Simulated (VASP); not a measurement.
**TaN: single point with PBEsol**

TaN:

```
Ta N
1.0
     3.05000    0.00000    0.00000
    -1.52500    2.64138    0.00000
     0.00000    0.00000    4.84120
Ta N
2 2
Direct
  0.33333 0.66667 0.00000
  0.66667 0.33333 0.50000
  0.33333 0.66667 0.38500
  0.66667 0.33333 0.88500
```

This cell differs from its parent crystal: strain -0.0200 x Voigt [0, 0, 1, 0, 0, 0].

```
Program                : VASP 6.6.1
Task                   : single point
Functional             : PBEsol
Potentials or basis    : VASP PAW PBE potentials, release 64 (Ta_pv, N)
Cutoff                 : 520 eV
k mesh                 : 18 × 18 × 10
Occupations            : gaussian, width 0.15 eV
Spin                   : no spin polarisation
Dipole correction      : no
Further INCAR settings : ALGO = Normal; EDIFF = 1e-06; NBANDS = 24
```

| Property | Result |
| --- | --- |
| Pressure | 143.4 GPa |
| Largest force | 1.280 eV/Å |
| Band gap on the k mesh | zero (bands 16 and 17 overlap by 2.89 eV) |

Forces in eV/Å, atoms in the order of the input:
```
Ta   0.000  0.000  1.280
Ta   0.000  0.000  1.280
N    0.000  0.000 -1.280
N    0.000  0.000 -1.280
```

Stress tensor (GPa, compression positive):
```
148.80   0.00   0.00
  0.00 148.80   0.00
  0.00   0.00 132.49
```

Levels at points of the mesh, in eV from the Fermi level:
| k point | band 12 | band 13 | band 14 | band 15 | band 16 | band 17 | band 18 | band 19 | band 20 | band 21 |
| --- | --- | --- | --- | --- | --- | --- | --- | --- | --- | --- |
| (0.00, 0.00, 0.00) | -7.95 | -7.95 | -7.38 | -1.04 | -1.04 | -0.27 | 2.10 | 2.69 | 2.69 | 4.56 |
| (0.50, 0.00, 0.00) | -6.39 | -6.20 | -5.19 | -2.51 | -1.02 | 0.37 | 1.30 | 2.12 | 3.77 | 4.39 |
| (0.00, 0.00, 0.50) | -8.60 | -8.60 | -8.60 | 1.20 | 1.20 | 1.20 | 1.20 | 1.89 | 1.89 | 7.07 |
| (0.50, 0.00, 0.50) | -6.62 | -6.60 | -6.60 | -0.39 | -0.39 | 2.20 | 2.20 | 2.23 | 2.23 | 5.27 |

Run time: 4.2 min on 1 thread of Intel Xeon 8259CL, on a shared host, peak memory 0.3 GiB.

Caveat: the cell differs from its parent crystal (strain -0.0200 x Voigt [0, 0, 1, 0, 0, 0]); the stress differs along the axes, from 132 to 149 GPa; the PAW data sets were made with another functional, which shifts forces and pressure a little; spin-orbit coupling is left out, which moves the levels of the heavy elements.
